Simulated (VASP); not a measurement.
A run of VASP 6.6.1:

The input INCAR:

```
  PREC = Accurate
  ENCUT = 520
  EDIFF = 1E-6
  ISMEAR = 0
  SIGMA = 0.05
  LREAL = False
  LASPH = True
  NELM = 60
  ALGO = Normal
  ISIF = 2
  LWAVE = False
  LCHARG = False
  GGA = PE
  NBANDS = 16
```

The input KPOINTS:

```
regular mesh
0
Gamma
  9 9 6
```

POSCAR

```
MgO
1.0
    3.5002211152      0.0000000000      0.0000000000
   -1.7501105576      3.0312804046      0.0000000000
    0.0000000000      0.0000000000      4.0161537075
Mg O
2 2
Direct
    0.6666666667      0.3333333333      0.7500000000
    0.3333333333      0.6666666667      0.2500000000
    0.6666666667      0.3333333333      0.2500000000
    0.3333333333      0.6666666667      0.7500000000
```

Potentials or basis: VASP PAW PBE potentials, release 64 (Mg, O).

Command:

```bash
$ cat potpaw_PBE.64/Mg/POTCAR potpaw_PBE.64/O/POTCAR > POTCAR
$ mpirun -np 1 vasp_std > vasp.out
```

Hardware: 1 thread of Intel Xeon 8259CL (shared host).

**Question.** How long does it take, and how much memory?

**Answer.** Run time: 40 s on 1 thread of Intel Xeon 8259CL (shared host), peak memory 0.18 GiB. Counts: scf iterations 12, k points 48.
